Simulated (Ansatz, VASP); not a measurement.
CsOs2 in VASP and in Ansatz

```
CELL_PARAMETERS angstrom
0.00000 3.25157 3.25157
3.25157 0.00000 3.25157
3.25157 3.25157 0.00000
ATOMIC_POSITIONS crystal
Cs 0.00000 0.00000 0.00000
Os 0.75000 0.75000 0.75000
Os 0.50000 0.50000 0.50000
```

Change from the starting cell: species swapped into the Cu2Se type (F-43m, No. 216).

Alike in both runs: task single point; functional PBE; k mesh 4 × 4 × 4; occupations gaussian, width 0.1 eV; collinear spin.

|  | VASP | Ansatz |
| --- | --- | --- |
| version | VASP 6.6.1 | Ansatz 0.2.0 |
| potentials or method | VASP PAW PBE potentials, release 64 (Cs_sv, Os), cutoff 520 eV | scalar-relativistic, plane waves, PAW |
| valence electrons in the cell | 25 | 41 |

Ansatz gave:

```
gap on the k mesh at the Fermi level (eV) : none
pressure (GPa)                            : 0.0
net moment per atom (μB)                  : 0.00
```

Q: Which values does VASP return?

A: gap on the k mesh at the Fermi level (eV): none; pressure (GPa): 1.5; net moment per atom (μB): 0.00.

A gap of «none» marks a metal or a gap that the smearing closes. With one functional, cell and mesh, what is left measures potentials, basis and numerics. VASP's potentials hold 25 valence electrons a cell and Ansatz's 41, so a difference there can come from the potentials and not from the codes. Ansatz's warnings: seeded moment not kept.

The k mesh is coarse, so the values compare programs but aren't converged. Neither program's run includes spin-orbit coupling.
